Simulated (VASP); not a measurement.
LiCl: single point with r2SCAN

Crystal: LiCl.

```xyz
2
Lattice="0.0000 2.5562 2.5562 2.5562 0.0000 2.5562 2.5562 2.5562 0.0000" Properties=species:S:1:pos:R:3 pbc="T T T"
Li    0.0000    0.0000    0.0000
Cl    2.5562    2.5562    2.5562
```

```yaml
Program: VASP 6.6.1
Task: single point
Functional: r2SCAN
Potentials_or_basis: VASP PAW PBE potentials, release 64 (Li_sv, Cl)
Cutoff: 520 eV
k_mesh: 7 × 7 × 7
Occupations: fermi-dirac, width 0.02 eV
Spin: no spin polarisation
Dipole_correction: no
Further_INCAR_settings: ALGO = Normal; EDIFF = 1e-06; NBANDS = 12
```

```yaml
Band_gap_on_the_k_mesh: 7.36 eV
```

Levels at points of the mesh, in eV from the valence-band top:
```csv
k point,band 3,band 4,band 5,band 6,band 7,band 8
"(0.00, 0.00, 0.00)",0.00,0.00,0.00,7.36,12.67,12.67
```

Run time: 18 s on 1 thread of Intel(R) Xeon(R) 6975P-C (Granite Rapids) (shared host), peak memory 0.15 GiB.

Caveat: an odd mesh through Γ misses points on the zone boundary, where band edges can lie.
